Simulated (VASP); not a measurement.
Input of a VASP 6.6.1 run:

Contents of INCAR:

```
ALGO = Normal ; EDIFF = 1E-6
ENCUT = 520 ; GGA = PE
ISIF = 2 ; ISMEAR = 0
LASPH = T ; LCHARG = T
LELF = T ; LREAL = F
LVHAR = T ; LWAVE = F
NBANDS = 49 ; NELM = 80
PREC = Accurate ; SIGMA = 0.1
```

File KPOINTS:

```
k-points
0
Gamma
  3 3 4
```

POSCAR

```
BaHfO3
1.0
    6.1637400000      0.0000000000      0.0000000000
   -3.0818700000      5.3379554200      0.0000000000
    0.0000000000      0.0000000000      5.1775416000
Ba Hf O
2 2 6
Direct
    0.3333333300      0.6666666700      0.7500000000
    0.6666666700      0.3333333300      0.2500000000
    0.0000000000      0.0000000000      0.0000000000
    0.0000000000      0.0000000000      0.5000000000
    0.8333333300      0.6666666700      0.7500000000
    0.3333333300      0.1666666700      0.7500000000
    0.8333333300      0.1666666700      0.7500000000
    0.1666666700      0.3333333300      0.2500000000
    0.6666666700      0.8333333300      0.2500000000
    0.1666666700      0.8333333300      0.2500000000
```

Potentials or basis: VASP PAW PBE potentials, release 64 (Ba_sv, Hf_pv, O).

Command:

```console
$ cat potpaw_PBE.64/Ba_sv/POTCAR potpaw_PBE.64/Hf_pv/POTCAR potpaw_PBE.64/O/POTCAR > POTCAR
$ mpirun -np 1 vasp_std > vasp.out
```

What does it give for the band gap on the k mesh?

1.03 eV.

Estimate the pressure.

-7.5 GPa.

Estimate the largest force.

3.036 eV/Å.

Forces on the atoms (eV/Å):
```
Ba   0.000  0.000  0.000
Ba   0.000  0.000  0.000
Hf   0.000  0.000  0.000
Hf   0.000  0.000  0.000
O    0.000  3.036  0.000
O   -2.629 -1.518  0.000
O    2.629 -1.518  0.000
O    0.000 -3.036  0.000
O    2.629  1.518  0.000
O   -2.629  1.518  0.000
```

Caveat: the cell stands under tension; spin-orbit coupling is left out, which moves the levels of the heavy elements; an odd mesh through Γ misses points on the zone boundary, where band edges can lie; forces of over 1 eV/Å act on the atoms, so gaps and moduli don't describe the material at rest.
